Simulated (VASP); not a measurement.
Br, 12 atoms in the cell. Symmetry: R-3m, No. 166, trigonal system. The conventional cell has a = 7.931 Å, b = 7.931 Å, c = 26.102 Å, α = 90.00°, β = 90.00°, γ = 120.00°. Br (site symmetry m) has 2 Br at 2.32 to 3.19 Å within 3.2 Å. Br (site symmetry m) has 5 Br at 2.88 to 3.19 Å within 3.8 Å. 

| Item | Value |
| --- | --- |
| Program | VASP 6.6.1 |
| Task | single point |
| Functional | r2SCAN |
| Potentials or basis | VASP PAW PBE potentials, release 64 (Br) |
| Cutoff | 520 eV |
| k mesh | 3 × 3 × 3 |
| Occupations | gaussian, width 0.1 eV |
| Spin | no spin polarisation |
| Dipole correction | no |
| Further INCAR settings | ALGO = Normal; EDIFF = 1e-06; NBANDS = 54 |

Potentials or basis: VASP PAW PBE potentials, release 64 (Br).

Run with:

```console
$ cat potpaw_PBE.64/Br/POTCAR > POTCAR
$ cp INCAR.step1 INCAR
$ mpirun -np 1 vasp_std > vasp.out
$ cp INCAR.step2 INCAR
$ mpirun -np 1 vasp_std > vasp.out
```

Hardware: 1 thread of Intel(R) Xeon(R) Platinum 8488C (Sapphire Rapids) (shared host).

Question: How long does it take, and how much memory?

Answer: It took 16 min on 1 thread of Intel(R) Xeon(R) Platinum 8488C (Sapphire Rapids), on a shared host, peak memory 1.1 GiB. Counts: k points 6.
